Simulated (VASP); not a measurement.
Runs of VASP 6.6.1 on BN. The structure is that of space group F-43m (No. 216), or close to it. The cells are those of the table. 

| cell | k mesh | gap on the mesh (eV) | pressure (GPa) |
| --- | --- | --- | --- |
| a = 2.546 Å, angles 60.0°, 2 atoms | 16 × 16 × 16 | 4.47 | 8.1 |
| a = 2.563 Å, angles 60.0°, 2 atoms | 24 × 24 × 24 | 4.45 | 0.2 |
| a = 2.580 Å, angles 60.0°, 2 atoms | 16 × 16 × 16 | 4.43 | -6.9 |
| a = 2.565 Å, angles 60.0°, 2 atoms | 16 × 16 × 16 | 4.45 | -0.5 |
| a = 2.563 Å, angles 60.0°, 2 atoms | 16 × 16 × 16 | 4.45 | 0.2 |
| a = 2.597 Å, angles 60.0°, 2 atoms | 16 × 16 × 16 | 4.41 | (b) |
| a = 2.528 Å, angles 60.0°, 2 atoms | 16 × 16 × 16 | (a) | 16.7 |
| a = 2.561 Å, angles 60.0°, 2 atoms | 16 × 16 × 16 | 4.45 | 1.3 |

Alike in all rows: task single point; level PBE; potentials or basis VASP PAW PBE potentials, release 64 (B, N); no spin polarisation; cutoff (eV) 520; smearing gaussian 0.05 eV.

Q: Fill in the values left out.

A: (a) 4.49; (b) -13.4.

A k mesh can miss the band edges.
